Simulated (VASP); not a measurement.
# MgS (Immm) in VASP: G0W0 quasiparticle levels with PBEsol

Aim: the G0W0 quasiparticle levels of MgS with PBEsol.

All numbers are computed with VASP 6.6.1; they aren't measurements. Logs are shortened: lines on timing, memory, paths and dates and some standing lists are left out, and cuts for length are marked.

## Step 1: The cell of the first run

The structure is orthorhombic, space group Immm (No. 71). Conventional cell: a = 3.657 Å, b = 3.701 Å, c = 5.171 Å, α = 90.00°, β = 90.00°, γ = 90.00°. Mg (site symmetry mmm) has 6 S at 2.59 to 2.60 Å within 3.4 Å. Within 3.4 Å of S (site symmetry mmm) lie 6 Mg at 2.59 to 2.60 Å.

## Step 2: G0W0 quasiparticle levels, PBEsol

POSCAR reads:

```
MgS
1.0
    0.0157311411      2.6013909985      2.5856978984
    2.6013909985      0.0157311411      2.5856978984
    2.6171221396      2.6171221396      0.0000000000
Mg S
1 1
Direct
    0.0000000000      0.0000000000      0.0000000000
    0.5000000000      0.5000000000      0.5000000000
```

INCAR.step1 reads:

```
ALGO     = Normal         # electronic algorithm
EDIFF    = 1E-8           # SCF threshold, eV
ENCUT    = 500            # plane-wave cutoff, eV
GGA      = PS             # functional
ISMEAR   = 0              # smearing method
LASPH    = T              # aspherical terms in the spheres
LCHARG   = F              # write CHGCAR
LREAL    = F              # projectors in reciprocal space
LWAVE    = T              # write WAVECAR
NELM     = 80             # most SCF steps
PREC     = Accurate       # precision mode
SIGMA    = 0.01           # smearing width, eV
```

INCAR.step2 reads:

```
ALGO     = Exact          # electronic algorithm
EDIFF    = 1E-8           # SCF threshold, eV
ENCUT    = 500            # plane-wave cutoff, eV
GGA      = PS             # functional
ISMEAR   = 0              # smearing method
ISTART   = 1            
LASPH    = T              # aspherical terms in the spheres
LCHARG   = F              # write CHGCAR
LOPTICS  = T              # frequency-dependent dielectric function
LREAL    = F              # projectors in reciprocal space
LWAVE    = T              # write WAVECAR
NBANDS   = 83             # bands
NELM     = 1              # most SCF steps
PREC     = Accurate       # precision mode
SIGMA    = 0.01           # smearing width, eV
```

INCAR.step3 reads:

```
ALGO     = EVGW0          # electronic algorithm
EDIFF    = 1E-8           # SCF threshold, eV
ENCUT    = 500            # plane-wave cutoff, eV
ENCUTGW  = 100.0          # cutoff of the response function
GGA      = PS             # functional
ISMEAR   = 0              # smearing method
ISTART   = 1            
LASPH    = T              # aspherical terms in the spheres
LCHARG   = F              # write CHGCAR
LREAL    = F              # projectors in reciprocal space
LWAVE    = F              # write WAVECAR
NBANDS   = 83             # bands
NBANDSGW = 12           
NELMGW   = 1            
NOMEGA   = 48             # frequency points
PREC     = Accurate       # precision mode
PRECFOCK = Fast         
SIGMA    = 0.01           # smearing width, eV
```

KPOINTS reads:

```
k-points
0
Gamma
  4 4 4
```

Potentials or basis: VASP PAW PBE potentials, release 64 (Mg_GW, S_GW).

Started as:

```bash
> cat potpaw_PBE.64/Mg_GW/POTCAR potpaw_PBE.64/S_GW/POTCAR > POTCAR
> cp INCAR.step1 INCAR
> mpirun -np 1 vasp_std > vasp.out
> cp INCAR.step2 INCAR
> mpirun -np 1 vasp_std > vasp.out
> cp INCAR.step3 INCAR
> mpirun -np 1 vasp_std > vasp.out
```

OUTCAR:

```text
EDIFF = 1E-8
   ENCUT = 500
   ENCUTGW = 100.0
   GGA = PS
   ISMEAR = 0
   ISTART = 1
   LASPH = T
   LREAL = F
   NELMGW = 1
   PREC = Accurate
   PRECFOCK = Fast

 ion  position               nearest neighbor table
   1  0.000  0.000  0.000-
   2  0.500  0.500  0.500-

  LATTYP: Found a body centered orthorhombic cell.
 ALAT       =     3.6566752380
 B/A-ratio  =     1.0121679896
 C/A-ratio  =     1.4142343687

  Lattice vectors:

 A1 = (   2.6013909985,   0.0157311411,  -2.5856978984)
 A2 = (  -2.6013909985,  -0.0157311411,  -2.5856978984)
 A3 = (   0.0157311411,   2.6013909985,   2.5856978984)

Analysis of symmetry for initial positions (statically):
=====================================================================
 Subroutine PRICEL returns:
 Original cell was already a primitive cell.

 Routine SETGRP: Setting up the symmetry group for a
 body centered orthorhombic supercell.

 Subroutine GETGRP returns: Found  8 space group operations
 (whereof  8 operations were pure point group operations)
 out of a pool of  8 trial point group operations.

The static configuration has the point symmetry D_2h.

Analysis of symmetry for dynamics (positions and initial velocities):
=====================================================================
 Subroutine PRICEL returns:
 Original cell was already a primitive cell.

 Routine SETGRP: Setting up the symmetry group for a
 body centered orthorhombic supercell.

 Subroutine GETGRP returns: Found  8 space group operations
 (whereof  8 operations were pure point group operations)
 out of a pool of  8 trial point group operations.

The dynamic configuration has the point symmetry D_2h.

 Subroutine INISYM returns: Found  8 space group operations
 (whereof  8 operations are pure point group operations),
 and found     1 'primitive' translations

----------------------------------------------------------------------------------------

                                     Primitive cell

  volume of cell :      34.9948

  direct lattice vectors                    reciprocal lattice vectors
     0.015731141  2.601390998  2.585697898    -0.193374236  0.193374236  0.193371391
     2.601390998  0.015731141  2.585697898     0.193374236 -0.193374236  0.193371391
     2.617122140  2.617122140  0.000000000     0.191049547  0.191049547 -0.193371391

  length of vectors
     3.667876254  3.667876254  3.701169624     0.334932359  0.334932359  0.332253448

  position of ions in fractional coordinates (direct lattice)
     0.000000000  0.000000000  0.000000000
     0.500000000  0.500000000  0.500000000

  ion indices of the primitive-cell ions
   primitive index   ion index
                 1           1
                 2           2

----------------------------------------------------------------------------------------

 KPOINTS: k-points

Automatic generation of k-mesh.
 Grid dimensions read from file:
 generate k-points for:    4    4    4

 Generating k-lattice:

  Cartesian coordinates                     Fractional coordinates (reciprocal lattice)
    -0.048343559  0.048343559  0.048342848     0.250000000  0.000000000  0.000000000
     0.048343559 -0.048343559  0.048342848     0.000000000  0.250000000  0.000000000
     0.047762387  0.047762387 -0.048342848    -0.000000000 -0.000000000  0.250000000

  Length of vectors
     0.083733090  0.083733090  0.083063362

  Shift w.r.t. Gamma in fractional coordinates (k-lattice)
     0.000000000  0.000000000  0.000000000

 Subroutine IBZKPT returns following result:
 ===========================================

 Found     18 irreducible k-points:

 Following reciprocal coordinates:
            Coordinates               Weight
  0.000000  0.000000  0.000000      1.000000
  0.250000 -0.000000  0.000000      4.000000
  0.500000 -0.000000  0.000000      2.000000
  0.250000  0.250000  0.000000      2.000000
  0.500000  0.250000  0.000000      4.000000
 -0.250000  0.250000  0.000000      2.000000
[... 10 lines left out ...]
  0.250000  0.250000  0.500000      2.000000
 -0.250000  0.250000  0.500000      2.000000
   k-points           NKPTS =     18   k-points in BZ     NKDIM =     64   number of bands    NBANDS=     83
   number of dos      NEDOS =    301   number of ions     NIONS =      2
   total plane-waves  NPLWV =  21952
   dimension x,y,z NGX =    28 NGY =   28 NGZ =   28
   dimension x,y,z NGXF=    56 NGYF=   56 NGZF=   56
   ions per type =               1   1
   NGX,Y,Z   is equivalent  to a cutoff of  12.69, 12.69, 12.58 a.u.
   NGXF,Y,Z  is equivalent  to a cutoff of  25.38, 25.38, 25.15 a.u.
 SYSTEM =  unknown system
   PREC   = accura    normal or accurate (medium, high low for compatibility)
   ISTART =      1    job   : 0-new  1-cont  2-samecut
   ICHARG =      0    charge: 1-file 2-atom 10-const
   ISPIN  =      1    spin polarized calculation?
   LNONCOLLINEAR =      F non collinear calculations
   LSORBIT =      F    spin-orbit coupling
   LASPH  =      T    aspherical Exc in radial PAW
   ENCUT  =  500.0 eV  36.75 Ry    6.06 a.u.   6.69  6.69  6.75*2*pi/ulx,y,z
   NELM   =     60;   NELMIN=  2; NELMDL=  0     # of ELM steps
   EDIFF  = 0.1E-07   stopping-criterion for ELM
   LREAL  =      F    real-space projection
   EDIFFG = 0.1E-06   stopping-criterion for IOM
   NSW    =      0    number of steps for IOM
   IBRION =     -1    ionic relax: 0-MD 1-quasi-New 2-CG
   NFREE  =      0    steps in history (QN), initial steepest desc. (CG)
   ISIF   =      0    stress and relaxation
   ISYM   =      3    0-nonsym 1-usesym 2-fastsym
   POTIM  = 0.5000    time-step for ionic-motion
   TEBEG  =    0.0;   TEEND  =   0.0 temperature during run
   PSTRESS=    0.0 pullay stress
   NELECT =       8.0000    total number of electrons
   NUPDOWN=      -1.0000    fix difference up-down
   EMIN   =  10.00;   EMAX   =-10.00  energy-range for DOS
   EFERMI =   0.00;   METHOD = LEGACY
   ISMEAR =     0;   SIGMA  =   0.01  broadening in eV -4-tet -1-fermi 0-gaus
   EFERMI_NEDOS =   21; number of points for ismear=-14 and -15
   IALGO  =     38    algorithm
   IMIX   =      4    mixing-type and parameters
     AMIX     =   0.40;   BMIX     =  1.00
     AMIX_MAG =   1.60;   BMIX_MAG =  1.00
  volume/ion in A,a.u.               =      17.50       118.08
  Fermi-wavevector in a.u.,A,eV,Ry     =   1.001007  1.891629 13.633241  1.002015
  Thomas-Fermi vector in A             =   2.133401
   LORBIT       =      0    0 simple, 1 ext, 2 COOP (PROOUT), +10 PAW based schemes
   GGA     = PS    functional components
   LHFCALC =     T    Hartree Fock is set to
   PRECFOCK=fast      Normal, Fast or Accurate (Low or Medium for compatibility)
   ENCUT4O =  -1.0   cutoff for four orbital integrals eV
   NKREDX  =     1    reduce k-point grid by
   NKREDY  =     1    reduce k-point grid by
   NKREDZ  =     1    reduce k-point grid by
   AEXX    =    1.0000 exact exchange contribution
   HFSCREEN=    0.0000 screening length (either q_TF or 0.3 A-1)
   HFSCREENC=   0.0000 screening length for correlation (either q_TF or 0.3 A-1)
   ENCUTFOCK=  -1.0 apply spherical cutoff to Coloumb kernel
   IVDW    =     0    specifies the selected vdW correction
   LEPSILON=     F    determine dielectric tensor
   LRPA    =     F    only Hartree local field effects (RPA)
   LRPAFORCE           =     F    calculate RPA forces
   ENCUTGW             = 100.0    cutoff for response function in eV
   ENCUTGWSOFT         =  80.0    soft cutoff for Coulomb kernel in GW response function in eV
   ENCUTLF             =  -1.0    cutoff for local field effects
   NELMGW              =     1    number of iterations in solving QP/BSE equation
   NELMHF              =     1    number of iterations in the inner HF iteration
   NKREDLFX            =     1    NKREDLFY  =   1   NKREDLFZ  =   1
 non-spin polarized calculation
 Gauss-broadening in eV      SIGMA  =   0.01
  energy-cutoff  :      500.00
  volume of cell :       34.99
 maximum number of plane-waves:       902
 NGX is ok and might be reduce to    28
  NGX = 16; NGY = 16; NGZ = 16
   NGX = 13   NGY = 13   NGZ = 13
 maximum number of plane-waves:        84
 NGX is ok and might be reduce to    14

 QP shifts <psi_nk| G(iteration)W_0 |psi_nk>: iteration 1
 for sc-GW calculations column KS-energies equals QP-energies in previous step
 and V_xc(KS)=  KS-energies - (<T + V_ion + V_H > + <T+V_H+V_ion>^1  + <V_x>^1)

 k-point   1 :       0.0000    0.0000    0.0000
  band No.  KS-energies  QP-energies   sigma(KS)   V_xc(KS)     V^pw_x(r,r')   Z            occupation Imag(sigma)

      1      -8.9482      -9.6576     -13.5543     -12.5482     -20.8040       0.7051       2.0000       1.5338
      2       3.7311       2.9721     -14.2282     -13.2413     -16.2230       0.7690       2.0000       0.0819
      3       3.7581       2.9986     -14.2512     -13.2631     -16.2549       0.7686       2.0000       0.0820
      4       3.8413       3.0853     -14.2676     -13.2850     -16.2597       0.7693       2.0000       0.0810
      5       7.4022       8.1378      -9.2732     -10.2028      -5.4056       0.7913       0.0000      -0.0810
      6      11.4338      12.1575      -8.5882      -9.5078      -4.2644       0.7870       0.0000      -0.1083
      7      11.5996      12.3230      -8.5807      -9.5017      -4.2313       0.7855       0.0000      -0.1105
      8      11.6367      12.3651      -8.6065      -9.5334      -4.2500       0.7859       0.0000      -0.1106
      9      13.9272      14.8220      -9.3703     -10.5419      -4.5788       0.7638       0.0000      -0.1667
     10      14.0071      14.9091      -9.3972     -10.5784      -4.5879       0.7637       0.0000      -0.1696
     11      16.0740      16.2963      -7.3171      -7.6122      -1.8521       0.7534       0.0000      -0.3471
     12      16.7936      17.3948      -7.8448      -8.6432      -2.0805       0.7530       0.0000      -0.4910

 k-point   2 :       0.2500   -0.0000    0.0000
  band No.  KS-energies  QP-energies   sigma(KS)   V_xc(KS)     V^pw_x(r,r')   Z            occupation Imag(sigma)

      1      -8.3674      -9.0028     -13.7375     -12.8412     -20.9034       0.7089       2.0000       1.4184
      2       0.9324       0.0647     -12.8134     -11.6537     -15.3952       0.7482       2.0000       0.1158
      3       3.3901       2.6086     -14.0534     -13.0334     -16.1078       0.7662       2.0000       0.0831
      4       3.4503       2.6689     -14.0863     -13.0670     -16.1447       0.7666       2.0000       0.0827
      5       8.5716       9.2410      -8.8629      -9.7085      -4.8790       0.7915       0.0000      -0.0891
      6      11.3442      12.1182      -8.6309      -9.6232      -4.2526       0.7800       0.0000      -0.1167
      7      11.4889      12.2684      -8.6323      -9.6333      -4.2241       0.7787       0.0000      -0.1194
      8      12.0289      12.8157      -9.8089     -10.8382      -5.2190       0.7644       0.0000      -0.1361
      9      13.8240      14.5954      -8.9239      -9.9306      -4.0520       0.7662       0.0000      -0.1821
     10      13.9652      14.7395      -8.9518      -9.9634      -4.0632       0.7654       0.0000      -0.1858
     11      15.5136      16.0253      -7.5230      -8.2059      -1.9923       0.7493       0.0000      -0.3648
     12      20.7550      21.4990      -8.6278      -9.5960      -2.4898       0.7684       0.0000      -0.8354
[... 228 lines left out ...]
      1      -7.6980      -8.2510     -14.0794     -13.2895     -21.1330       0.7002       2.0000       1.2579
      2       0.0073      -0.8956     -12.4347     -11.2089     -15.3023       0.7366       2.0000       0.1413
      3       1.3446       0.4379     -12.8308     -11.6302     -15.2902       0.7552       2.0000       0.1062
      4       3.1689       2.3688     -13.9239     -12.8774     -16.0328       0.7645       2.0000       0.0835
      5       9.3617      10.0618      -8.3257      -9.2112      -4.2240       0.7908       0.0000      -0.0974
      6      11.3248      12.1701      -9.9229     -11.0291      -5.4135       0.7642       0.0000      -0.1284
      7      11.5718      12.2824      -9.5537     -10.4726      -5.1514       0.7732       0.0000      -0.1197
      8      11.6957      12.5074      -8.7445      -9.7991      -4.2253       0.7697       0.0000      -0.1311
      9      14.1701      14.8899      -8.8483      -9.7845      -3.9381       0.7688       0.0000      -0.1939
     10      17.5947      18.1559      -8.3672      -9.1058      -2.6445       0.7600       0.0000      -0.4836
     11      18.9925      19.5880      -7.7666      -8.5520      -1.8573       0.7583       0.0000      -0.6340
     12      19.0443      19.9087     -10.2359     -11.3925      -4.1725       0.7474       0.0000      -0.5939

 k-point  18 :      -0.2500    0.2500    0.5000
  band No.  KS-energies  QP-energies   sigma(KS)   V_xc(KS)     V^pw_x(r,r')   Z            occupation Imag(sigma)

      1      -7.1734      -7.6763     -14.4425     -13.7210     -21.3936       0.6970       2.0000       1.1337
      2       0.4536      -0.5002     -12.5521     -11.2695     -15.3077       0.7437       2.0000       0.1284
      3       0.4714      -0.4796     -12.5362     -11.2582     -15.2623       0.7441       2.0000       0.1264
      4       1.3251       0.4869     -12.5959     -11.4873     -14.9582       0.7561       2.0000       0.1040
      5       9.0107       9.7926      -9.4905     -10.4904      -5.6382       0.7820       0.0000      -0.0898
      6      11.5908      12.2941      -9.3650     -10.2737      -4.9323       0.7740       0.0000      -0.1223
      7      11.6341      12.3351      -9.3301     -10.2359      -4.8884       0.7740       0.0000      -0.1232
      8      11.7612      12.5351      -8.5517      -9.5591      -3.9074       0.7681       0.0000      -0.1401
      9      17.8429      18.5192      -9.0397      -9.9443      -3.0907       0.7476       0.0000      -0.5410
     10      18.1043      18.7957      -9.0853     -10.0089      -3.1023       0.7486       0.0000      -0.5513
     11      19.1370      19.9991      -9.9614     -11.1058      -4.0272       0.7533       0.0000      -0.5651
     12      19.5325      20.4618     -10.4529     -11.6918      -4.4281       0.7501       0.0000      -0.5641
```

Run time: 3.5 min. Hardware: 1 thread of Intel Xeon 8259CL, shared host; peak memory 0.45 GiB.

Results:

| Quantity | Value |
| --- | --- |
| Quasiparticle gap | 4.05 eV |
| Least direct quasiparticle gap | 5.05 eV |
| Band gap of the starting levels on the mesh | 2.59 eV |
| Least direct gap of the starting levels on the mesh | 3.56 eV |

Caveat: the k points lie up to 0.53 Å⁻¹ apart; bands, screening cutoff and mesh are small and nothing is extrapolated, so the quasiparticle values aren't converged.
